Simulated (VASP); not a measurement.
Crystal: Lu3Hf2F.

```
CELL_PARAMETERS angstrom
3.43649 0.00000 0.00000
0.00000 3.43649 0.00000
0.00000 0.00000 12.78785
ATOMIC_POSITIONS crystal
Lu 0.00000 0.00000 0.66477
Lu 0.00000 0.00000 0.33523
Lu 0.50000 0.50000 0.50000
Hf 0.50000 0.50000 0.86814
Hf 0.50000 0.50000 0.13186
F 0.00000 0.00000 0.00000
```

The cell was generated, and may not be a known phase.

```yaml
Program: VASP 6.6.1
Task: relaxation of cell and atoms
Functional: PBE
Potentials_or_basis: VASP PAW PBE potentials, release 64 (Lu, Hf_pv, F)
Cutoff: 600 eV
k_mesh: 6 × 6 × 2
Occupations: gaussian, width 0.1 eV
Spin: no spin polarisation
```

At the start: pressure -8.6 GPa; volume 25.17 Å³/atom.

Q: How do energy, volume and symmetry change on relaxing?

A: Over 20 steps the energy falls by 268.0 meV/atom and the volume is 22.98 Å³/atom (-8.7 %); space group P4/mmm (No. 123, to 0.1 Å) before and after.

Step by step:
```csv
step,energy change (eV),largest force (eV/Å),pressure (GPa),volume (Å³)
1,0.0000,2.2011,-8.60,151.02
2,-0.5628,2.0258,6.52,123.37
3,-0.6189,2.2003,1.91,131.63
4,-0.6289,2.1598,3.25,129.04
5,-1.1109,1.1708,3.39,129.34
6,-1.2853,0.9834,4.72,129.65
7,-1.4467,0.4686,-2.30,144.54
8,-1.4713,0.6026,-0.63,140.35
9,-1.5157,0.4317,-0.40,139.17
10,-1.5401,0.2575,-0.10,137.93
11,-1.5172,0.4860,0.53,135.43
12,-1.5436,0.3207,-0.06,137.28
13,-1.5794,0.2411,0.53,136.09
14,-1.5907,0.1767,1.08,134.97
15,-1.5977,0.1829,-0.77,139.35
16,-1.6029,0.1520,-0.04,137.62
17,-1.6075,0.0343,0.12,137.85
18,-1.6078,0.0467,0.04,137.93
19,-1.6078,0.0418,-0.03,137.92
20,-1.6077,0.0262,0.00,137.90
```

Final structure:
```
Lu Hf F
1.0
     3.23943    0.00000    0.00000
     0.00000    3.23943    0.00000
     0.00000    0.00000   13.14076
Lu Hf F
3 2 1
Direct
  0.00000 0.00000 0.70602
  0.00000 0.00000 0.29398
  0.50000 0.50000 0.50000
  0.50000 0.50000 0.87517
  0.50000 0.50000 0.12483
  0.00000 0.00000 0.00000
```
